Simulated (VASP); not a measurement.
# P in VASP: notebook

P is run at these levels: PBE, r2SCAN; tasks: single point.

Program: VASP 6.6.1. These are calculated values, not measurements. Logs are shortened: lines on timing, memory, paths and dates and some standing lists are left out, and cuts for length are marked.

### Step 1. The cell of the first run

The cell holds a slab with vacuum, 4 atoms: a = 4.628 Å, b = 3.424 Å, c = 27.820 Å, α = 90.00°, β = 90.00°, γ = 90.00°.

### Step 2. Single point, PBE (uniaxial y strain +4.0%)

INCAR reads:

```
SYSTEM = P
PREC = Accurate
ENCUT = 520
EDIFF = 1E-7
ISMEAR = -1
SIGMA = 0.02
LREAL = .False.
LASPH = .True.
NELM = 60
ALGO = Normal
ISIF = 2
LWAVE = .False.
LCHARG = .False.
LDIPOL = .True.
IDIPOL = 3
DIPOL = 0.5 0.5 0.341
GGA = PE
NBANDS = 18
```

KPOINTS reads:

```
regular mesh
0
Gamma
  6 8 1
  0 0 0
```

POSCAR reads:

```
P
1.0
    4.6275012813      0.0000000000      0.0000000000
    0.0000000000      3.4235422537      0.0000000000
    0.0000000000      0.0000000000     27.8195791164
P
4
Direct
    0.0929787652      0.0000000000      0.3787385399
    0.4070212348      0.5000000000      0.3787385399
    0.5929787652      0.5000000000      0.3042336906
    0.9070212348      0.0000000000      0.3042336906
```

Potentials or basis: VASP PAW PBE potentials, release 64 (P).

The run is started by

```sh
$ cat potpaw_PBE.64/P/POTCAR > POTCAR
$ mpirun -np 1 vasp_std > vasp.out
```

OUTCAR:

```text
SYSTEM = P
   PREC = Accurate
   ENCUT = 520
   EDIFF = 1E-7
   ISMEAR = -1
   LREAL = .False.
   LASPH = .True.
   NELM = 60
   ISIF = 2
   GGA = PE

 ion  position               nearest neighbor table
   1  0.093  0.000  0.379-   4 2.24   2 2.25   2 2.25
   2  0.407  0.500  0.379-   3 2.24   1 2.25   1 2.25
   3  0.593  0.500  0.304-   2 2.24   4 2.25   4 2.25
   4  0.907  0.000  0.304-   1 2.24   3 2.25   3 2.25

  LATTYP: Found a simple orthorhombic cell.
 ALAT       =     3.4235422537
 B/A-ratio  =     1.3516705618
 C/A-ratio  =     8.1259634188

  Lattice vectors:

 A1 = (   0.0000000000,  -3.4235422537,   0.0000000000)
 A2 = (   4.6275012813,   0.0000000000,   0.0000000000)
 A3 = (   0.0000000000,   0.0000000000,  27.8195791164)

Analysis of symmetry for initial positions (statically):
=====================================================================
 Subroutine PRICEL returns:
 Original cell was already a primitive cell.

 Routine SETGRP: Setting up the symmetry group for a
 simple orthorhombic supercell.

 Subroutine GETGRP returns: Found  8 space group operations
 (whereof  2 operations were pure point group operations)
 out of a pool of  8 trial point group operations.

The static configuration has the point symmetry C_1h.
 The point group associated with its full space group is D_2h.

Analysis of symmetry for dynamics (positions and initial velocities):
=====================================================================
 Subroutine PRICEL returns:
 Original cell was already a primitive cell.

 Routine SETGRP: Setting up the symmetry group for a
 simple orthorhombic supercell.

 Subroutine GETGRP returns: Found  8 space group operations
 (whereof  2 operations were pure point group operations)
 out of a pool of  8 trial point group operations.

The dynamic configuration has the point symmetry C_1h.
 The point group associated with its full space group is D_2h.

 Subroutine INISYM returns: Found  8 space group operations
 (whereof  2 operations are pure point group operations),
 and found     1 'primitive' translations

----------------------------------------------------------------------------------------

                                     Primitive cell

  volume of cell :     440.7302

  direct lattice vectors                    reciprocal lattice vectors
     4.627501281  0.000000000  0.000000000     0.216099346  0.000000000  0.000000000
     0.000000000  3.423542254  0.000000000     0.000000000  0.292095124  0.000000000
     0.000000000  0.000000000 27.819579116     0.000000000  0.000000000  0.035945907

  length of vectors
     4.627501281  3.423542254 27.819579116     0.216099346  0.292095124  0.035945907

  position of ions in fractional coordinates (direct lattice)
     0.092978765  0.000000000  0.378738540
     0.407021235  0.500000000  0.378738540
     0.592978765  0.500000000  0.304233691
     0.907021235  0.000000000  0.304233691

  ion indices of the primitive-cell ions
   primitive index   ion index
                 1           1
                 2           2
                 3           3
                 4           4

----------------------------------------------------------------------------------------

 KPOINTS: regular mesh

Automatic generation of k-mesh.
 Grid dimensions read from file:
 generate k-points for:    6    8    1

 Generating k-lattice:

  Cartesian coordinates                     Fractional coordinates (reciprocal lattice)
     0.036016558  0.000000000  0.000000000     0.166666667  0.000000000  0.000000000
     0.000000000  0.036511891  0.000000000     0.000000000  0.125000000  0.000000000
     0.000000000  0.000000000  0.035945907     0.000000000  0.000000000  1.000000000

  Length of vectors
     0.036016558  0.036511891  0.035945907

  Shift w.r.t. Gamma in fractional coordinates (k-lattice)
     0.000000000  0.000000000  0.000000000

 Subroutine IBZKPT returns following result:
 ===========================================

 Found     20 irreducible k-points:

 Following reciprocal coordinates:
            Coordinates               Weight
  0.000000  0.000000  0.000000      1.000000
  0.166667  0.000000  0.000000      2.000000
  0.333333  0.000000  0.000000      2.000000
  0.500000  0.000000  0.000000      1.000000
  0.000000  0.125000  0.000000      2.000000
  0.166667  0.125000  0.000000      4.000000
[... 12 lines left out ...]
  0.333333  0.500000  0.000000      2.000000
  0.500000  0.500000  0.000000      1.000000
   k-points           NKPTS =     20   k-points in BZ     NKDIM =     20   number of bands    NBANDS=     18
   number of dos      NEDOS =    301   number of ions     NIONS =      4
   total plane-waves  NPLWV = 211680
   dimension x,y,z NGX =    36 NGY =   28 NGZ =  210
   dimension x,y,z NGXF=    72 NGYF=   56 NGZF=  420
   ions per type =               4
   NGX,Y,Z   is equivalent  to a cutoff of  12.93, 13.60, 12.55 a.u.
   NGXF,Y,Z  is equivalent  to a cutoff of  25.87, 27.19, 25.10 a.u.
 SYSTEM =  P
   PREC   = accura    normal or accurate (medium, high low for compatibility)
   ISTART =      0    job   : 0-new  1-cont  2-samecut
   ICHARG =      2    charge: 1-file 2-atom 10-const
   ISPIN  =      1    spin polarized calculation?
   LNONCOLLINEAR =      F non collinear calculations
   LSORBIT =      F    spin-orbit coupling
   LASPH  =      T    aspherical Exc in radial PAW
   ENCUT  =  520.0 eV  38.22 Ry    6.18 a.u.   8.60  6.37 51.73*2*pi/ulx,y,z
   NELM   =     60;   NELMIN=  2; NELMDL= -5     # of ELM steps
   EDIFF  = 0.1E-06   stopping-criterion for ELM
   LREAL  =      F    real-space projection
   EDIFFG = 0.1E-05   stopping-criterion for IOM
   NSW    =      0    number of steps for IOM
   IBRION =     -1    ionic relax: 0-MD 1-quasi-New 2-CG
   NFREE  =      0    steps in history (QN), initial steepest desc. (CG)
   ISIF   =      2    stress and relaxation
   ISYM   =      2    0-nonsym 1-usesym 2-fastsym
   POTIM  = 0.5000    time-step for ionic-motion
   TEBEG  =    0.0;   TEEND  =   0.0 temperature during run
   PSTRESS=    0.0 pullay stress
   NELECT =      20.0000    total number of electrons
   NUPDOWN=      -1.0000    fix difference up-down
   EMIN   =  10.00;   EMAX   =-10.00  energy-range for DOS
   EFERMI =   0.00;   METHOD = LEGACY
   ISMEAR =    -1;   SIGMA  =   0.02  broadening in eV -4-tet -1-fermi 0-gaus
   EFERMI_NEDOS =   21; number of points for ismear=-14 and -15
   IALGO  =     38    algorithm
   IMIX   =      4    mixing-type and parameters
     AMIX     =   0.40;   BMIX     =  1.00
     AMIX_MAG =   1.60;   BMIX_MAG =  1.00
  volume/ion in A,a.u.               =     110.18       743.55
  Fermi-wavevector in a.u.,A,eV,Ry     =   0.583930  1.103467  4.639231  0.340974
  Thomas-Fermi vector in A             =   1.629424
   LORBIT       =      0    0 simple, 1 ext, 2 COOP (PROOUT), +10 PAW based schemes
   GGA     = PE    functional components
   LHFCALC =     F    Hartree Fock is set to
   AEXX    =    0.0000 exact exchange contribution
   IVDW    =     0    specifies the selected vdW correction
   LEPSILON=     F    determine dielectric tensor
   LRPA    =     F    only Hartree local field effects (RPA)
 non-spin polarized calculation
  energy-cutoff  :      520.00
  volume of cell :      440.73
 maximum number of plane-waves:     11943
 NGX is ok and might be reduce to    36
   NGX = 17   NGY = 13   NGZ =103

 dipolmoment           0.000000      0.000000     -0.000024 electrons x Angstroem

 number of electron      20.0000000 magnetization

 dipolmoment           0.000000      0.000000      0.000001 electrons x Angstroem

 Free energy of the ion-electron system (eV)
  ---------------------------------------------------
  ext. energy  EPLUGINS =         0.00000000
  ---------------------------------------------------
  free energy    TOTEN  =       -21.40086792 eV

  energy without entropy =      -21.40086792  energy(sigma->0) =      -21.40086792

 E-fermi :  -2.6605     XC(G=0):  -2.1567

 val. band max:       -3.1102236622   @ k =   0.0000   0.0000   0.0000
 cond. band min:      -2.0524891344   @ k =   0.0000   0.0000   0.0000
 fundamental gap:      1.0577345278
 Fermi energy:        -2.6604789620

 k-point     1 :       0.0000    0.0000    0.0000
  band No.  band energies     occupation
      1     -17.9414      2.00000
      2     -15.4006      2.00000
      3     -12.3864      2.00000
      4      -8.6444      2.00000
      5      -7.7539      2.00000
      6      -7.4348      2.00000
[... 10 lines left out ...]
     17       2.0379      0.00000
     18       2.3043      0.00000

 k-point     2 :       0.1667    0.0000    0.0000
  band No.  band energies     occupation
      1     -17.8092      2.00000
      2     -15.6146      2.00000
      3     -12.3365      2.00000
      4      -9.3689      2.00000
      5      -7.3051      2.00000
      6      -6.9658      2.00000
[... 10 lines left out ...]
     17       1.9772      0.00000
     18       2.2200      0.00000

 k-point     3 :       0.3333    0.0000    0.0000
  band No.  band energies     occupation
      1     -17.4269      2.00000
      2     -16.1716      2.00000
      3     -12.0378      2.00000
      4     -10.4495      2.00000
      5      -6.6689      2.00000
      6      -6.5566      2.00000
[... 10 lines left out ...]
     17       2.2179      0.00000
     18       2.4266      0.00000

 k-point     4 :       0.5000    0.0000    0.0000
  band No.  band energies     occupation
      1     -16.8439      2.00000
      2     -16.8439      2.00000
      3     -11.3887      2.00000
      4     -11.3887      2.00000
      5      -6.1427      2.00000
      6      -6.1427      2.00000
[... 291 lines left out ...]
      4     -12.6628      2.00000
      5      -8.1644      2.00000
      6      -8.1644      2.00000
[... 10 lines left out ...]
     17       3.3081      0.00000
     18       3.3081      0.00000

 k-point    19 :       0.3333    0.5000    0.0000
  band No.  band energies     occupation
      1     -15.1400      2.00000
      2     -15.1400      2.00000
      3     -12.8441      2.00000
      4     -12.8441      2.00000
      5      -8.1943      2.00000
      6      -8.1943      2.00000
[... 10 lines left out ...]
     17       3.1769      0.00000
     18       3.1769      0.00000

 k-point    20 :       0.5000    0.5000    0.0000
  band No.  band energies     occupation
      1     -15.0464      2.00000
      2     -15.0464      2.00000
      3     -12.9549      2.00000
      4     -12.9549      2.00000
      5      -8.0022      2.00000
      6      -8.0022      2.00000
[... 10 lines left out ...]
     17       3.3793      0.00000
     18       3.3793      0.00000

------------------------ aborting loop because EDIFF is reached ----------------------------------------

 vacuum level on the upper side and lower side of the slab       (xc-potential included)        -0.011        -0.012

  FORCE on cell =-STRESS in cart. coord.  units (eV):
  Direction    XX          YY          ZZ          XY          YZ          ZX
  --------------------------------------------------------------------------------------
  -------------------------------------------------------------------------------------
  Total       -0.0384585     -3.1636477      0.4149940      0.0000000      0.0000000     -0.0000000
  in kB       -0.1398074    -11.5007432      1.5086189      0.0000000      0.0000000     -0.0000000
  external PRESSURE =      -3.3773106 kB  Pullay stress =       0.0000000 kB

 VOLUME and BASIS-vectors are now :
 -----------------------------------------------------------------------------
  energy-cutoff  :      520.00
  volume of cell :      440.73
      direct lattice vectors                 reciprocal lattice vectors
     4.627501281  0.000000000  0.000000000     0.216099346  0.000000000  0.000000000
     0.000000000  3.423542254  0.000000000     0.000000000  0.292095124  0.000000000
     0.000000000  0.000000000 27.819579116     0.000000000  0.000000000  0.035945907

 POSITION                                       TOTAL-FORCE (eV/Angst)
 -----------------------------------------------------------------------------------
      0.43026      0.00000     10.53635        -0.157990     -0.000000      0.103690
      1.88349      1.71177     10.53635         0.157990     -0.000000      0.103690
      2.74401      1.71177      8.46365        -0.157990     -0.000000     -0.103690
      4.19724      0.00000      8.46365         0.157990      0.000000     -0.103690
 -----------------------------------------------------------------------------------
    total drift:                                0.000000      0.000000     -0.000001

  FREE ENERGIE OF THE ION-ELECTRON SYSTEM (eV)
  ---------------------------------------------------
  free  energy   TOTEN  =       -21.4008679247 eV

  energy  without entropy=      -21.4008679247  energy(sigma->0) =      -21.40086792

 vacuum level on the upper side and lower side of the slab         1.913         1.913
```

It took 5.1 min on 1 thread of Intel Xeon Platinum 8259CL at 2.50GHz (Skylake/Cascade Lake), shared host; peak memory 0.51 GiB.

What came out:

- Free energy: -21.4009 eV
- Largest force: 0.189 eV/Å
- Band gap on the k mesh: 1.06 eV

Forces on the atoms (eV/Å):
```
P   -0.158  0.000  0.104
P    0.158  0.000  0.104
P   -0.158  0.000 -0.104
P    0.158  0.000 -0.104
```

Caveat: the cell differs from its parent crystal (uniaxial y strain +4.0%).

(Continued in part 2 of 3.)
